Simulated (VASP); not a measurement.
# Al (P6_3/mmc) in VASP: further runs, part 2 of 2

VASP 6.6.1. Earlier steps stand in the parts before.

### Step 3. Single point, LDA

This run uses another cell than the first one, of 15.05 Å³/atom.

Contents of INCAR:

```
PREC = Accurate
ENCUT = 520
EDIFF = 1E-7
ISMEAR = -1
SIGMA = 0.15
LREAL = F
LASPH = T
NELM = 100
ALGO = Fast
ISIF = 2
LWAVE = F
LCHARG = F
NBANDS = 14
```

Contents of KPOINTS:

```
regular mesh
0
Gamma
  18 18 6
```

Contents of POSCAR:

```
Al
1.0
    2.7661644254      0.0000000000      0.0000000000
   -1.3830822127      2.3955686635      0.0000000000
    0.0000000000      0.0000000000      9.0858437904
Al
4
Direct
    0.0000000000      0.0000000000      0.0000000000
    0.3333333333      0.6666666667      0.2500000000
    0.0000000000      0.0000000000      0.5000000000
    0.6666666667      0.3333333333      0.7500000000
```

Potentials or basis: VASP PAW LDA potentials, release 64 (Al).

The run is started by

```
> cat potpaw_LDA.64/Al/POTCAR > POTCAR
> mpirun -np 1 vasp_std > vasp.out
```

OUTCAR:

```text
PREC = Accurate
   ENCUT = 520
   EDIFF = 1E-7
   ISMEAR = -1
   LREAL = F
   LASPH = T
   NELM = 100
   ISIF = 2

 ion  position               nearest neighbor table
   1  0.000  0.000  0.000-   2 2.78   4 2.78   4 2.78   2 2.78   4 2.78   2 2.78
   2  0.333  0.667  0.250-   1 2.78   3 2.78   1 2.78   3 2.78   1 2.78   3 2.78
   3  0.000  0.000  0.500-   2 2.78   4 2.78   4 2.78   2 2.78   4 2.78   2 2.78
   4  0.667  0.333  0.750-   1 2.78   3 2.78   1 2.78   3 2.78   1 2.78   3 2.78

  LATTYP: Found a hexagonal cell.
 ALAT       =     2.7661644254
 C/A-ratio  =     3.2846361941
[... 602 lines left out ...]

 [... further k-points ...]
[... 5 lines left out ...]
  --------------------------------------------------------------------------------------
  -------------------------------------------------------------------------------------
  Total        1.9244615      1.9244615      1.9222833      0.0000000      0.0000000      0.0000000
  in kB       51.2115516     51.2115516     51.1535869      0.0000000      0.0000000      0.0000000
  external PRESSURE =      51.1922301 kB  Pullay stress =       0.0000000 kB

 VOLUME and BASIS-vectors are now :
 -----------------------------------------------------------------------------
  energy-cutoff  :      520.00
  volume of cell :       60.21
      direct lattice vectors                 reciprocal lattice vectors
     2.766164425  0.000000000  0.000000000     0.361511409  0.208718710  0.000000000
    -1.383082213  2.395568664  0.000000000     0.000000000  0.417437419  0.000000000
     0.000000000  0.000000000  9.085843790     0.000000000  0.000000000  0.110061324

 POSITION                                       TOTAL-FORCE (eV/Angst)
 -----------------------------------------------------------------------------------
      0.00000      0.00000      0.00000        -0.000000      0.000000      0.000000
     -0.00000      1.59705      2.27146         0.000000     -0.000000     -0.000000
      0.00000      0.00000      4.54292        -0.000000      0.000000      0.000000
      1.38308      0.79852      6.81438        -0.000000      0.000000     -0.000000
 -----------------------------------------------------------------------------------
    total drift:                               -0.000000      0.000000      0.000000

  FREE ENERGIE OF THE ION-ELECTRON SYSTEM (eV)
  ---------------------------------------------------
  free  energy   TOTEN  =       -16.7194243695 eV

  energy  without entropy=      -16.6092710520  energy(sigma->0) =      -16.66434771
```

stdout:

```text
POSCAR found type information on POSCAR Al
 POSCAR found :  1 types and       4 ions
 scaLAPACK will be used
 LDA part: xc-table for (Slater(with rela. corr.)+CA(PZ))
 , standard interpolation
 POSCAR, INCAR and KPOINTS ok, starting setup
 FFT: planning ... GRIDC
 FFT: planning ... GRID_SOFT
 FFT: planning ... GRID
 WAVECAR not read
 entering main loop
```

It took 71 s on 1 thread of AMD EPYC 9R45 (Zen 5), shared host; peak memory 0.19 GiB.

Results:

```
Free energy            : -16.7194 eV
Pressure               : 5.1 GPa
Band gap on the k mesh : zero (bands 6 and 7 overlap by 5.62 eV)
```

Levels at points of the mesh, in eV from the Fermi level:
```tsv
k point	band 4	band 5	band 6	band 7	band 8	band 9
(0.00, 0.00, 0.00)	-4.94	-4.58	3.51	3.52	11.39	11.39
(0.50, 0.00, 0.00)	-4.10	-3.41	-3.36	0.82	1.24	1.43
(0.00, 0.00, 0.50)	-7.78	-0.98	-0.98	8.57	8.57	11.72
(0.50, 0.00, 0.50)	-5.02	-1.94	-1.94	-1.24	-1.24	4.79
```

Caveat: the cell stands under pressure.

### Step 4. Single point, LDA

This run uses another cell than the first one, of 15.86 Å³/atom.

Contents of INCAR:

```
PREC     = Accurate       # precision mode
ENCUT    = 520            # plane-wave cutoff, eV
EDIFF    = 1E-6           # SCF threshold, eV
ISMEAR   = 0              # smearing method
SIGMA    = 0.1            # smearing width, eV
LREAL    = F              # projectors in reciprocal space
LASPH    = T              # aspherical terms in the spheres
NELM     = 60             # most SCF steps
ALGO     = Normal         # electronic algorithm
ISIF     = 2              # what is computed and relaxed
LWAVE    = F              # write WAVECAR
LCHARG   = F              # write CHGCAR
NBANDS   = 14             # bands
```

KPOINTS is that of step 3.

Contents of POSCAR:

```
Al
1.0
    2.8145688014      0.0000000000      0.0000000000
   -1.4072844007      2.4374880827      0.0000000000
    0.0000000000      0.0000000000      9.2479811693
Al
4
Direct
    0.0000000000      0.0000000000      0.0000000000
    0.3333333333      0.6666666667      0.2500000000
    0.0000000000      0.0000000000      0.5000000000
    0.6666666667      0.3333333333      0.7500000000
```

The run is started by

```
> cat potpaw_LDA.64/Al/POTCAR > POTCAR
> mpirun -np 1 vasp_std > vasp.out
```

Run time: 55 s. Hardware: 1 thread of AMD EPYC 9R45 (Zen 5), shared host; peak memory 0.19 GiB.

It converged, with:

| Quantity | Value |
| --- | --- |
| Free energy | -16.7176 eV |
| Pressure | 0.1 GPa |
| Band gap on the k mesh | zero (bands 6 and 7 overlap by 5.48 eV) |

Levels at points of the mesh, in eV from the Fermi level:
```csv
k point,band 2,band 3,band 4,band 5,band 6,band 7,band 8,band 9,band 10,band 11
"(0.00, 0.00, 0.00)",-9.66,-9.65,-4.73,-4.52,3.39,3.40,10.97,10.97,11.14,11.14
"(0.50, 0.00, 0.00)",-5.26,-3.98,-3.92,-3.37,-3.28,0.84,1.29,1.31,1.65,5.80
"(0.00, 0.00, 0.50)",-10.94,-7.54,-7.54,-0.96,-0.96,8.31,8.31,11.29,11.29,11.29
"(0.50, 0.00, 0.50)",-4.94,-4.86,-4.86,-1.88,-1.88,-1.21,-1.21,4.61,4.61,4.76
```

### Step 5. The runs side by side

| cell | smearing | gap on the mesh (eV) | pressure (GPa) |
| --- | --- | --- | --- |
| a = 2.655, b = 2.655, c = 8.703 Å, angles 90.0, 90.0, 120.0°, 4 atoms | fermi-dirac 0.15 eV | none | 22.2 |
| a = 2.766, b = 2.766, c = 9.086 Å, angles 90.0, 90.0, 120.0°, 4 atoms | fermi-dirac 0.15 eV | none | 5.1 |
| a = 2.815, b = 2.815, c = 9.248 Å, angles 90.0, 90.0, 120.0°, 4 atoms | gaussian 0.1 eV | none | 0.1 |

Alike in all rows: task single point; level LDA; potentials or basis VASP PAW LDA potentials, release 64 (Al); no spin polarisation; k mesh 18 × 18 × 6; cutoff (eV) 520.

Caveats: the cell stands under pressure (at least some runs).

Absolute energies hang on the potentials; compare differences alone.
